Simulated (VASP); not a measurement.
Ru, 2 atoms in the cell. Symmetry: P6_3/mmc, No. 194, hexagonal system. The conventional cell has a = 2.665 Å, b = 2.665 Å, c = 4.153 Å, α = 90.00°, β = 90.00°, γ = 120.00°. Within 3.4 Å of Ru (site symmetry -6m2) lie 12 Ru at 2.58 to 2.67 Å.  This cell differs from its parent crystal: strain -0.015 along x and y, -0.030 along z.

| Item | Value |
| --- | --- |
| Program | VASP 6.6.1 |
| Task | single point |
| Functional | PBEsol |
| Potentials or basis | VASP PAW PBE potentials, release 64 (Ru_pv) |
| Cutoff | 520 eV |
| k mesh | 24 × 24 × 12 |
| Occupations | gaussian, width 0.15 eV |
| Spin | no spin polarisation |
| Dipole correction | no |
| Further INCAR settings | ALGO = Fast; EDIFF = 1e-06; NBANDS = 21 |

Potentials or basis: VASP PAW PBE potentials, release 64 (Ru_pv).

Run with:

```console
$ cat potpaw_PBE.64/Ru_pv/POTCAR > POTCAR
$ mpirun -np 1 vasp_std > vasp.out
```

Hardware: 1 thread of Intel Xeon 8259CL, with other jobs on the host.

Question: Estimate the wall time of this run.

Answer: Wall time 3.7 min on 1 thread of Intel Xeon 8259CL, on a shared host, peak memory 0.29 GiB. Counts: scf iterations 13, k points 427.
